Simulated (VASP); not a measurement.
# P (P1) in VASP: single point with PBE

Aim: the single point of P with PBE.

Everything below comes from runs of VASP 6.6.1. Logs are shortened: lines on timing, memory, paths and dates and some standing lists are left out, and cuts for length are marked.

### 1 The cell of the first run

The typed cell holds 4 atoms: a = 5.459 Å, b = 5.481 Å, c = 4.278 Å, α = 89.89°, β = 90.66°, γ = 146.85°.

### 2 Single point, PBE (atoms moved at random and the cell strained at random)

Contents of INCAR:

```
ALGO = Normal
EDIFF = 1E-6
ENCUT = 520
GGA = PE
ISIF = 2
ISMEAR = 0
LASPH = True
LCHARG = False
LREAL = False
LWAVE = False
NBANDS = 18
NELM = 80
PREC = Accurate
SIGMA = 0.05
```

Contents of KPOINTS:

```
k-points
0
Gamma
  12 12 8
```

Contents of POSCAR:

```
P
1.0
    1.5416223000     -5.2366669000     -0.0314324000
    1.5785823000      5.2483181000      0.0046876000
   -0.0353904000      0.0150672000      4.2781650000
P
4
Direct
    0.0874487009      0.8596087009      0.9224794521
    0.6319262955      0.4163758193      0.6262123288
    0.8272853460      0.0379291555      0.0689885845
    0.4533387052      0.6860872767      0.3823196347
```

Potentials or basis: VASP PAW PBE potentials, release 64 (P).

Launch:

```console
$ cat potpaw_PBE.64/P/POTCAR > POTCAR
$ mpirun -np 1 vasp_std > vasp.out
```

OUTCAR:

```text
EDIFF = 1E-6
   ENCUT = 520
   GGA = PE
   ISIF = 2
   ISMEAR = 0
   LASPH = True
   LREAL = False
   NELM = 80
   PREC = Accurate

 ion  position               nearest neighbor table
   1  0.087  0.860  0.922-   2 1.87   2 2.15   3 2.39
   2  0.632  0.416  0.626-   1 1.87   1 2.15   4 2.57
   3  0.827  0.038  0.069-   4 1.77   4 2.38   1 2.39
   4  0.453  0.686  0.382-   3 1.77   3 2.38   2 2.57

  LATTYP: Found a triclinic cell.
 ALAT       =     5.4589621297
 B/A-ratio  =     1.0039605676
 C/A-ratio  =     0.7837273474
 COS(alpha) =     0.0018451690
 COS(beta)  =     0.0114720730
 COS(gamma) =     0.8372891768

  Lattice vectors:

 A1 = (   1.5416223000,  -5.2366669000,  -0.0314324000)
 A2 = (  -1.5785823000,  -5.2483181000,  -0.0046876000)
 A3 = (   0.0353904000,  -0.0150672000,  -4.2781650000)

Analysis of symmetry for initial positions (statically):
=====================================================================
 Subroutine PRICEL returns:
 Original cell was already a primitive cell.

 Routine SETGRP: Setting up the symmetry group for a
 triclinic supercell.

 Subroutine GETGRP returns: Found  1 space group operations
 (whereof  1 operations were pure point group operations)
 out of a pool of  2 trial point group operations.

The static configuration has the point symmetry C_1 .

Analysis of symmetry for dynamics (positions and initial velocities):
=====================================================================
 Subroutine PRICEL returns:
 Original cell was already a primitive cell.

 Routine SETGRP: Setting up the symmetry group for a
 triclinic supercell.

 Subroutine GETGRP returns: Found  1 space group operations
 (whereof  1 operations were pure point group operations)
 out of a pool of  2 trial point group operations.

The dynamic configuration has the point symmetry C_1 .

 Subroutine INISYM returns: Found  1 space group operations
 (whereof  1 operations are pure point group operations),
 and found     1 'primitive' translations

----------------------------------------------------------------------------------------

                                     Primitive cell

  volume of cell :      69.9740

  direct lattice vectors                    reciprocal lattice vectors
     1.541622300 -5.236666900 -0.031432400     0.320877871 -0.096515904  0.002994326
     1.578582300  5.248318100  0.004687600     0.320159765  0.094237924  0.002316573
    -0.035390400  0.015067200  4.278165000     0.002006744 -0.000812375  0.233764537

  length of vectors
     5.458962130  5.480582718  4.278337910     0.335092366  0.333749049  0.233774562

  position of ions in fractional coordinates (direct lattice)
     0.087448701  0.859608701  0.922479452
     0.631926296  0.416375819  0.626212329
     0.827285346  0.037929156  0.068988584
     0.453338705  0.686087277  0.382319635

  ion indices of the primitive-cell ions
   primitive index   ion index
                 1           1
                 2           2
                 3           3
                 4           4

----------------------------------------------------------------------------------------

 KPOINTS: k-points

Automatic generation of k-mesh.
 Grid dimensions read from file:
 generate k-points for:   12   12    8

 Generating k-lattice:

  Cartesian coordinates                     Fractional coordinates (reciprocal lattice)
     0.026739823 -0.008042992  0.000249527     0.083333333 -0.000000000 -0.000000000
     0.026679980  0.007853160  0.000193048    -0.000000000  0.083333333  0.000000000
     0.000250843 -0.000101547  0.029220567     0.000000000  0.000000000  0.125000000

  Length of vectors
     0.027924364  0.027812421  0.029221820

  Shift w.r.t. Gamma in fractional coordinates (k-lattice)
     0.000000000  0.000000000  0.000000000

 Subroutine IBZKPT returns following result:
 ===========================================

 Found    580 irreducible k-points:

 Following reciprocal coordinates:
            Coordinates               Weight
  0.000000  0.000000  0.000000      1.000000
  0.083333 -0.000000 -0.000000      2.000000
  0.166667  0.000000 -0.000000      2.000000
  0.250000 -0.000000 -0.000000      2.000000
  0.333333  0.000000  0.000000      2.000000
  0.416667 -0.000000 -0.000000      2.000000
[... 16 lines left out ...]
  0.250000  0.166667 -0.000000      2.000000
  0.333333  0.166667 -0.000000      2.000000
 [... further k-points ...]
   k-points           NKPTS =    580   k-points in BZ     NKDIM =    580   number of bands    NBANDS=     18
   number of dos      NEDOS =    301   number of ions     NIONS =      4
   total plane-waves  NPLWV =  56448
   dimension x,y,z NGX =    42 NGY =   42 NGZ =   32
   dimension x,y,z NGXF=    84 NGYF=   84 NGZF=   64
   ions per type =               4
   NGX,Y,Z   is equivalent  to a cutoff of  12.79, 12.74, 12.43 a.u.
   NGXF,Y,Z  is equivalent  to a cutoff of  25.58, 25.48, 24.87 a.u.
 SYSTEM =  unknown system
   PREC   = accura    normal or accurate (medium, high low for compatibility)
   ISTART =      0    job   : 0-new  1-cont  2-samecut
   ICHARG =      2    charge: 1-file 2-atom 10-const
   ISPIN  =      1    spin polarized calculation?
   LNONCOLLINEAR =      F non collinear calculations
   LSORBIT =      F    spin-orbit coupling
   LASPH  =      T    aspherical Exc in radial PAW
   ENCUT  =  520.0 eV  38.22 Ry    6.18 a.u.  10.15 10.19  7.95*2*pi/ulx,y,z
   NELM   =     80;   NELMIN=  2; NELMDL= -5     # of ELM steps
   EDIFF  = 0.1E-05   stopping-criterion for ELM
   LREAL  =      F    real-space projection
   EDIFFG = 0.1E-04   stopping-criterion for IOM
   NSW    =      0    number of steps for IOM
   IBRION =     -1    ionic relax: 0-MD 1-quasi-New 2-CG
   NFREE  =      0    steps in history (QN), initial steepest desc. (CG)
   ISIF   =      2    stress and relaxation
   ISYM   =      2    0-nonsym 1-usesym 2-fastsym
   POTIM  = 0.5000    time-step for ionic-motion
   TEBEG  =    0.0;   TEEND  =   0.0 temperature during run
   PSTRESS=    0.0 pullay stress
   NELECT =      20.0000    total number of electrons
   NUPDOWN=      -1.0000    fix difference up-down
   EMIN   =  10.00;   EMAX   =-10.00  energy-range for DOS
   EFERMI =   0.00;   METHOD = LEGACY
   ISMEAR =     0;   SIGMA  =   0.05  broadening in eV -4-tet -1-fermi 0-gaus
   EFERMI_NEDOS =   21; number of points for ismear=-14 and -15
   IALGO  =     38    algorithm
   IMIX   =      4    mixing-type and parameters
     AMIX     =   0.40;   BMIX     =  1.00
     AMIX_MAG =   1.60;   BMIX_MAG =  1.00
  volume/ion in A,a.u.               =      17.49       118.05
  Fermi-wavevector in a.u.,A,eV,Ry     =   1.078382  2.037847 15.822322  1.162908
  Thomas-Fermi vector in A             =   2.214319
   LORBIT       =      0    0 simple, 1 ext, 2 COOP (PROOUT), +10 PAW based schemes
   GGA     = PE    functional components
   LHFCALC =     F    Hartree Fock is set to
   AEXX    =    0.0000 exact exchange contribution
   IVDW    =     0    specifies the selected vdW correction
   LEPSILON=     F    determine dielectric tensor
   LRPA    =     F    only Hartree local field effects (RPA)
 non-spin polarized calculation
 Gauss-broadening in eV      SIGMA  =   0.05
  energy-cutoff  :      520.00
  volume of cell :       69.97
 maximum number of plane-waves:      1901
 NGX is ok and might be reduce to    42
   NGX = 21   NGY = 21   NGZ = 15

 number of electron      20.0000000 magnetization

 Free energy of the ion-electron system (eV)
  ---------------------------------------------------
  ext. energy  EPLUGINS =         0.00000000
  ---------------------------------------------------
  free energy    TOTEN  =       -18.30836067 eV

  energy without entropy =      -18.30756918  energy(sigma->0) =      -18.30796492

 E-fermi :   7.1313     XC(G=0): -10.1881

 val. band max:        7.1308097157   @ k =   0.5000   0.5000  -0.0000
 cond. band min:       7.1315842415   @ k =   0.0833  -0.0000   0.5000
 fundamental gap:      0.0007745258
 Fermi energy:         7.1312661860

 k-point     1 :       0.0000    0.0000    0.0000
  band No.  band energies     occupation
      1      -9.2376      2.00000
      2      -7.1457      2.00000
      3      -0.9312      2.00000
      4      -0.2307      2.00000
      5       2.4257      2.00000
      6       2.8756      2.00000
[... 10 lines left out ...]
     17      15.0955      0.00000
     18      15.4182      0.00000

 k-point     2 :       0.0833   -0.0000   -0.0000
  band No.  band energies     occupation
      1      -9.1415      2.00000
      2      -7.0692      2.00000
      3      -0.9142      2.00000
      4      -0.1404      2.00000
      5       2.3647      2.00000
      6       2.5592      2.00000
[... 10 lines left out ...]
     17      14.5258      0.00000
     18      14.7898      0.00000

 k-point     3 :       0.1667    0.0000   -0.0000
  band No.  band energies     occupation
      1      -8.8561      2.00000
      2      -6.8424      2.00000
      3      -0.9880      2.00000
      4       0.1185      2.00000
      5       1.4228      2.00000
      6       1.9918      2.00000
[... 10 lines left out ...]
     17      13.6549      0.00000
     18      14.2463      0.00000

 k-point     4 :       0.2500   -0.0000   -0.0000
  band No.  band energies     occupation
      1      -8.3925      2.00000
      2      -6.4765      2.00000
      3      -1.5834      2.00000
      4       0.2656      2.00000
      5       0.6102      2.00000
      6       1.3429      2.00000
[... 10 lines left out ...]
     17      13.9831      0.00000
     18      14.6038      0.00000

 k-point     5 :       0.3333    0.0000    0.0000
  band No.  band energies     occupation
      1      -7.7804      2.00000
      2      -6.0026      2.00000
      3      -2.6903      2.00000
      4      -0.8408      2.00000
      5       1.0588      2.00000
      6       1.5626      2.00000
[... 10 lines left out ...]
     17      14.1680      0.00000
     18      14.6242      0.00000

 k-point     6 :       0.4167   -0.0000   -0.0000
  band No.  band energies     occupation
      1      -7.1156      2.00000
      2      -5.5065      2.00000
      3      -3.7824      2.00000
      4      -1.7827      2.00000
      5       1.5948      2.00000
      6       2.0894      2.00000
[... 10 lines left out ...]
     17      13.6492      0.00000
     18      14.5193      0.00000

 k-point     7 :       0.5000   -0.0000   -0.0000
  band No.  band energies     occupation
      1      -6.7501      2.00000
      2      -5.2320      2.00000
      3      -4.3378      2.00000
      4      -2.1757      2.00000
      5       1.8907      2.00000
      6       2.3703      2.00000
[... 10 lines left out ...]
     17      13.6238      0.00000
     18      14.2900      0.00000

 k-point     8 :      -0.0000    0.0833   -0.0000
  band No.  band energies     occupation
      1      -9.1422      2.00000
      2      -7.0678      2.00000
      3      -0.9141      2.00000
      4      -0.1433      2.00000
      5       2.3876      2.00000
      6       2.5275      2.00000
[... 10 lines left out ...]
     17      14.4974      0.00000
     18      14.9931      0.00000
[... 229 lines left out ...]
     17      15.1256      0.00000
     18      15.3742      0.00000

 k-point    20 :      -0.0000    0.1667   -0.0000
  band No.  band energies     occupation
      1      -8.8589      2.00000
      2      -6.8368      2.00000
      3      -0.9865      2.00000
      4       0.1024      2.00000
      5       1.4392      2.00000
      6       1.9680      2.00000
[... 10 lines left out ...]
     17      13.6808      0.00000
     18      14.5619      0.00000

 k-point    21 :       0.0833    0.1667   -0.0000
  band No.  band energies     occupation
      1      -8.4313      2.00000
      2      -6.4018      2.00000
      3      -1.5666      2.00000
      4       0.1542      2.00000
      5       0.6292      2.00000
      6       1.2721      2.00000
[... 10 lines left out ...]
     17      14.0849      0.00000
     18      14.7115      0.00000

 k-point    22 :       0.1667    0.1667   -0.0000
  band No.  band energies     occupation
      1      -7.8504      2.00000
      2      -5.8726      2.00000
      3      -2.6370      2.00000
      4      -0.9444      2.00000
      5       0.9790      2.00000
      6       1.4222      2.00000
[... 10 lines left out ...]
     17      13.6691      0.00000
     18      16.0690      0.00000

 k-point    23 :       0.2500    0.1667   -0.0000
  band No.  band energies     occupation
      1      -7.1971      2.00000
      2      -5.3596      2.00000
      3      -3.7360      2.00000
      4      -1.8804      2.00000
      5       1.5047      2.00000
      6       1.9298      2.00000
[... 10 lines left out ...]
     17      13.1896      0.00000
     18      15.7760      0.00000

 k-point    24 :       0.3333    0.1667   -0.0000
  band No.  band energies     occupation
      1      -6.7601      2.00000
      2      -5.1992      2.00000
      3      -4.3632      2.00000
      4      -2.1658      2.00000
      5       1.8803      2.00000
      6       2.3527      2.00000
[... 10 lines left out ...]
     17      13.3858      0.00000
     18      14.8885      0.00000

 [... further k-points ...]
[... 5 lines left out ...]
  --------------------------------------------------------------------------------------
  -------------------------------------------------------------------------------------
  Total       16.4490311      0.4444367     18.2382237     -1.2425055      2.0273607     -4.1521654
  in kB      376.6295209     10.1761612    417.5962348    -28.4493497     46.4199928    -95.0711366
  external PRESSURE =     268.1339723 kB  Pullay stress =       0.0000000 kB

 VOLUME and BASIS-vectors are now :
 -----------------------------------------------------------------------------
  energy-cutoff  :      520.00
  volume of cell :       69.97
      direct lattice vectors                 reciprocal lattice vectors
     1.541622300 -5.236666900 -0.031432400     0.320877871 -0.096515904  0.002994326
     1.578582300  5.248318100  0.004687600     0.320159765  0.094237924  0.002316573
    -0.035390400  0.015067200  4.278165000     0.002006744 -0.000812375  0.233764537

 POSITION                                       TOTAL-FORCE (eV/Angst)
 -----------------------------------------------------------------------------------
      1.45913      4.06746      3.94780         4.368001      0.411502      4.942968
      1.60931     -1.11448      2.66113        -4.374948      0.319382     -5.651355
      1.33279     -4.13211      0.26932         7.882577     -0.995764     -7.512873
      1.76839      1.23258      1.62459        -7.875630      0.264880      8.221260
 -----------------------------------------------------------------------------------
    total drift:                               -0.000011     -0.000101      0.000128

  FREE ENERGIE OF THE ION-ELECTRON SYSTEM (eV)
  ---------------------------------------------------
  free  energy   TOTEN  =       -18.3083606653 eV

  energy  without entropy=      -18.3075691811  energy(sigma->0) =      -18.30796492
```

It took 14 min on 1 thread of Oxide Virtual Turin-like, shared host; peak memory 0.56 GiB.

Results:

| Item | Value |
| --- | --- |
| Free energy | -18.3084 eV |
| Pressure | 26.8 GPa |
| Largest force | 11.388 eV/Å |
| Band gap on the k mesh | zero (band 10 reaches 7.64 eV, above the bottom of band 11 at 6.36 eV) |

Forces in eV/Å, atoms in the order of the input:
```
P    4.368  0.412  4.943
P   -4.375  0.319 -5.651
P    7.883 -0.996 -7.513
P   -7.876  0.265  8.221
```

Caveat: the cell differs from its parent crystal (atoms moved at random and the cell strained at random); forces of over 1 eV/Å act on the atoms, so gaps and moduli don't describe the material at rest.
